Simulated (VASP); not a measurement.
# TePb: single point with PBE

TePb:

```
Te Pb
1.0
     0.00000    3.22700    3.22700
     3.22700    0.00000    3.22700
     3.22700    3.22700    0.00000
Te Pb
1 1
Cartesian
  3.2270 3.2270 3.2270
  0.0000 0.0000 0.1875
```

This cell differs from its parent crystal: all Pb atoms moved +0.188 Å, as atom 2 along Cartesian [0 0 1].

- Program: VASP 6.6.1
- Task: single point
- Functional: PBE
- Potentials or basis: VASP PAW PBE potentials, release 64 (Te, Pb_d)
- Cutoff: 520 eV
- k mesh: 8 × 8 × 8
- Occupations: gaussian, width 0.05 eV
- Spin: no spin polarisation

```yaml
Pressure: 2.7 GPa
Largest_force: 0.226 eV/Å
Band_gap_on_the_k_mesh: 0.91 eV, direct
```

Forces in eV/Å, atoms in the order of the input:
```
Te   0.000  0.000  0.226
Pb   0.000  0.000 -0.226
```

Stress tensor (GPa, compression positive):
```
2.24 0.00 0.00
0.00 2.24 0.00
0.00 0.00 3.65
```

Levels at points of the mesh, in eV from the valence-band top:
| k point | band 7 | band 8 | band 9 | band 10 | band 11 | band 12 | band 13 | band 14 |
| --- | --- | --- | --- | --- | --- | --- | --- | --- |
| (0.00, 0.00, 0.00) | -5.48 | -1.35 | -1.26 | -1.26 | 3.97 | 3.97 | 4.22 | 5.87 |
| (0.50, 0.00, 0.00) | -8.49 | -0.98 | -0.85 | 0.00 | 0.91 | 1.37 | 1.53 | 8.35 |
| (0.50, 0.50, 0.00) | -7.38 | -4.31 | -2.75 | -2.75 | 3.35 | 5.58 | 5.58 | 6.89 |
| (0.00, 0.50, 0.50) | -7.20 | -4.45 | -2.74 | -2.72 | 3.15 | 5.66 | 5.74 | 6.79 |

Run time: 32 s on 1 thread of Intel(R) Xeon(R) Platinum 8559C (Emerald Rapids) (shared host), peak memory 0.24 GiB.

Caveat: the cell differs from its parent crystal (all Pb atoms moved +0.188 Å, as atom 2 along Cartesian [0 0 1]); spin-orbit coupling is left out, which moves the levels of the heavy elements. A k mesh can miss the band edges.
